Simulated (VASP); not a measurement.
Runs of VASP 6.6.1 on HgTe. The structure is that of space group I-4m2 (No. 119), or close to it. The cells are those of the table. 

| cell | gap on the mesh (eV) | pressure (GPa) |
| --- | --- | --- |
| a = 4.658, b = 4.658, c = 4.923 Å, angles 58.1, 58.1, 63.8°, 2 atoms | 0.11 | -2.9 |
| a = 4.651, b = 4.651, c = 4.741 Å, angles 59.4, 59.4, 61.3°, 2 atoms | - | -1.8 |
| a = 4.745, b = 4.745, c = 4.559 Å, angles 61.3, 61.3, 57.4°, 2 atoms | none | -1.8 |
| a = 4.658, b = 4.658, c = 4.376 Å, angles 62.0, 62.0, 56.0°, 2 atoms | none | (a) |
| a = 4.468, b = 4.468, c = 4.559 Å, angles 59.3, 59.3, 61.3°, 2 atoms | - | 3.6 |
| a = 4.562, b = 4.562, c = 4.376 Å, angles 61.3, 61.3, 57.3°, 2 atoms | none | 3.6 |
| a = 4.562, b = 4.562, c = 4.741 Å, angles 58.7, 58.7, 62.6°, 2 atoms | - | -0.4 |

Alike in all rows: task single point; level PBEsol; potentials or basis VASP PAW PBE potentials, release 64 (Hg, Te); no spin polarisation; k mesh 14 × 14 × 14; cutoff (eV) 520; smearing gaussian 0.15 eV.

Question: Estimate the missing entries.

Answer: (a) 1.4.

Caveats: the PAW data sets were made with another functional, which shifts forces and pressure a little; spin-orbit coupling is left out, which moves the levels of the heavy elements; semilocal functionals underestimate gaps, so a narrow gap can read as zero (at least some runs); the cell stands under pressure (at least some runs).

A k mesh can miss the band edges, and the runs leave out spin-orbit coupling on Hg, Te.

A gap of «none» marks levels without a gap at the run's occupations.
